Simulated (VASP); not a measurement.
ScSn3Se:

```
Sc Sn Se
1.0
     5.40146    0.00000    0.00000
     0.00000    5.40146    0.00000
     0.00000    0.00000    5.40146
Sc Sn Se
1 3 1
Direct
  0.50000 0.50000 0.50000
  0.00000 0.50000 0.50000
  0.50000 0.00000 0.50000
  0.50000 0.50000 0.00000
  0.00000 0.00000 0.00000
```

The cell was built from a structure type or drawn by symmetry, and may not be a known phase.

```yaml
Program: VASP 6.6.1
Task: relaxation of cell and atoms
Functional: PBE
Potentials_or_basis: VASP PAW PBE potentials, release 64 (Sc_sv, Sn_d, Se)
Cutoff: 600 eV
k_mesh: 4 × 4 × 4
Occupations: gaussian, width 0.1 eV
Spin: no spin polarisation
```

At the start: pressure 3.3 GPa; volume 31.52 Å³/atom.

Where does the relaxation end?

Over 3 steps the energy falls by 27.1 meV/atom and the volume is 34.36 Å³/atom (+9.0 %); space group Pm-3m (No. 221, to 0.1 Å) before and after.

The path:
```csv
step,energy change (eV),largest force (eV/Å),pressure (GPa),volume (Å³)
1,0.0000,0.0000,3.31,157.59
2,-0.1348,0.0000,-0.19,172.92
3,-0.1355,0.0000,0.01,171.82
```

Final structure:
```yaml
crystal:
  lattice:
    - [5.55937, 0.00000, 0.00000]
    - [0.00000, 5.55937, 0.00000]
    - [0.00000, 0.00000, 5.55937]
  atoms:
    - { symbol: Sc, position: [0.50000, 0.50000, 0.50000] }
    - { symbol: Sn, position: [0.00000, 0.50000, 0.50000] }
    - { symbol: Sn, position: [0.50000, 0.00000, 0.50000] }
    - { symbol: Sn, position: [0.50000, 0.50000, 0.00000] }
    - { symbol: Se, position: [0.00000, 0.00000, 0.00000] }
```
